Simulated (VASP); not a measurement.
A run of VASP 6.6.1:

INCAR

```
PREC = Accurate
ENCUT = 600
EDIFF = 1E-6
ISMEAR = 0
SIGMA = 0.05
LREAL = F
LASPH = T
NELM = 200
ALGO = Normal
ISIF = 2
LWAVE = F
LCHARG = T
ISPIN = 2
MAGMOM = 2.8 -2.8 0 0
LORBIT = 11
LMAXMIX = 4
LDAU = T
LDAUTYPE = 2
LDAUL = 2 -1
LDAUU = 4 0
LDAUJ = 0 0
LDAUPRINT = 1
GGA = PS
LELF = T
LVHAR = T
NBANDS = 27
GGA_COMPAT = F
```

The input KPOINTS:

```
regular mesh
0
Gamma
  9 9 9
```

POSCAR

```
CoO
1.0
   -1.5080004400      1.5080004400      2.1072503600
    3.0160008800     -3.0160008800      4.2145007200
    1.5080004400      1.5080004400     -2.1072503600
Co O
2 2
Direct
    0.0000000000      0.0000000000      0.0000000000
    0.0000000000      0.5000000000      0.0000000000
    0.5000000000      0.2500000000      0.0000000000
    0.5000000000      0.7500000000      0.0000000000
```

Potentials or basis: VASP PAW PBE potentials, release 64 (Co, O).

Run with:

```bash
$ cat potpaw_PBE.64/Co/POTCAR potpaw_PBE.64/O/POTCAR > POTCAR
$ mpirun -np 1 vasp_std > vasp.out
```

Hardware: 1 thread of Intel Xeon 8259CL, with other jobs on the host.

Question: How long does it take, and how much memory?

Answer: Wall time 30 min on 1 thread of Intel Xeon 8259CL, with other jobs on the host, peak memory 0.48 GiB. Counts: scf iterations 35, k points 205.
